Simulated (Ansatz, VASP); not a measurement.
**MgF2: VASP beside Ansatz**

```
CELL_PARAMETERS angstrom
4.65838 0.00000 0.00000
0.00000 4.65876 0.00000
0.00000 0.00000 3.07614
ATOMIC_POSITIONS crystal
Mg 0.50000 0.50000 0.50000
Mg 0.00000 0.00000 0.00000
F 0.80301 0.19683 0.50000
F 0.19699 0.80317 0.50000
F 0.30301 0.30317 0.00000
F 0.69699 0.69683 0.00000
```

Alike in both runs: functional PBE; dispersion D3(BJ); k mesh 6 × 6 × 8; occupations gaussian, width 0.02 eV; no spin polarisation.

Ansatz relaxed the structure, and its values are those at the end. VASP's run is a single point on that final structure, the one shown.

|  | VASP | Ansatz |
| --- | --- | --- |
| version | VASP 6.6.1 | Ansatz 0.2.0 |
| potentials or method | VASP PAW PBE potentials, release 64 (Mg, F), cutoff 600 eV | scalar-relativistic, plane waves, PAW |
| valence electrons in the cell | 32 | 48 |

Ansatz gave:

- gap on the k mesh at the Fermi level (eV): 6.98
- least direct gap on the mesh (eV): 6.98
- pressure (GPa): 0.0

Question: What did VASP give for the same quantities?

Answer: gap on the k mesh at the Fermi level (eV): 6.94; least direct gap on the mesh (eV): 6.94; pressure (GPa): -1.1.

VASP's potentials hold 32 valence electrons a cell and Ansatz's 48, so a difference there can come from the potentials and not from the codes.
